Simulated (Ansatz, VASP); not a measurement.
**Two plane-wave programs on TePb**

The input INCAR:

```
SYSTEM = TePb
PREC = Accurate ; ENCUT = 520
EDIFF = 1E-6 ; ISMEAR = 0
SIGMA = 0.01 ; LREAL = .False.
LASPH = .True. ; NELM = 80
ALGO = Normal ; ISIF = 2
LWAVE = .False. ; LCHARG = .False.
GGA = PE ; NBANDS = 17
```

File KPOINTS:

```
Automatic mesh
0
Gamma
  6 6 6
  0 0 0
```

Contents of POSCAR:

```
TePb
1.0
    0.0000000000      3.2514736151      3.2514736151
    3.2514736151      0.0000000000      3.2514736151
    3.2514736151      3.2514736151      0.0000000000
Pb Te
1 1
Direct
    0.0000000000      0.0000000000      0.0000000000
    0.5000000000      0.5000000000      0.5000000000
```

Input for Ansatz:

```yaml
crystal:
  lattice:
    - [0.0, 3.2514736151, 3.2514736151]
    - [3.2514736151, 0.0, 3.2514736151]
    - [3.2514736151, 3.2514736151, 0.0]
  atoms:
    - { symbol: Pb, position: [0.0, 0.0, 0.0] }
    - { symbol: Te, position: [0.5, 0.5, 0.5] }
kpoints:
  mp_grid: { grid: [6, 6, 6] }
hamiltonian:
  xc: pbe
scf:
  occupations: { method: fixed }
  n_extra_bands: 4
output:
  forces: true
  stress: true
  eigenvalues: true
```

Alike in both runs: task single point; functional PBE; k mesh 6 × 6 × 6; no spin polarisation.

|  | VASP | Ansatz |
| --- | --- | --- |
| version | VASP 6.6.1 | Ansatz 0.2.0 |
| potentials or method | VASP PAW PBE potentials, release 64 (Pb_d, Te) | plane waves, PAW |
| plane-wave cutoff (eV) | 520 | 420 |
| occupations | gaussian, width 0.01 eV | fixed |
| valence electrons in the cell | 20 | 30 |

```tsv
	VASP	Ansatz	Ansatz less VASP
gap on the k mesh at the Fermi level (eV)	0.77	0.77	-0.005
pressure (GPa)	1.2	1.3	+0.06
```

VASP's potentials hold 20 valence electrons a cell and Ansatz's 30, so a difference there can come from the potentials and not from the codes.

Spin-orbit coupling is off throughout.
